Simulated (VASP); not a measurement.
Here is a VASP 6.6.1 calculation.

Contents of INCAR:

```
PREC = Accurate ; ENCUT = 520
EDIFF = 1E-7 ; ISMEAR = 0
SIGMA = 0.05 ; LREAL = F
LASPH = T ; NELM = 80
ALGO = Normal ; ISIF = 2
LWAVE = F ; LCHARG = F
GGA = PS ; NBANDS = 11
```

The input KPOINTS:

```
regular mesh
0
Gamma
  10 10 10
```

File POSCAR:

```
SiC
1.0
    0.0000000000      2.1783945700      2.1783945700
    2.1783945700      0.0000000000      2.1783945700
    2.1783945700      2.1783945700      0.0000000000
Si C
1 1
Direct
   -0.0011779299      0.0106013690      0.0011779299
    0.7527543220      0.7252111024      0.7472456780
```

Potentials or basis: VASP PAW PBE potentials, release 64 (Si, C).

The run is started by

```sh
$ cat potpaw_PBE.64/Si/POTCAR potpaw_PBE.64/C/POTCAR > POTCAR
$ mpirun -np 1 vasp_std > vasp.out
```

Q: Estimate the pressure.

A: 1.8 GPa.

Q: Estimate the largest force.

A: 2.164 eV/Å.

Q: Estimate the band gap on the k mesh.

A: 0.72 eV, indirect (least direct gap 4.21 eV).

Stress tensor (GPa, compression positive):
```
 1.16 -4.73  1.76
-4.73  2.57 -5.86
 1.76 -5.86  1.65
```

Caveat: the cell differs from its parent crystal (mode 4 frozen in at -0.060 Å and mode 5 at -0.048 Å (largest displacements)); the PAW data sets were made with another functional, which shifts forces and pressure a little. A k mesh can miss the band edges.
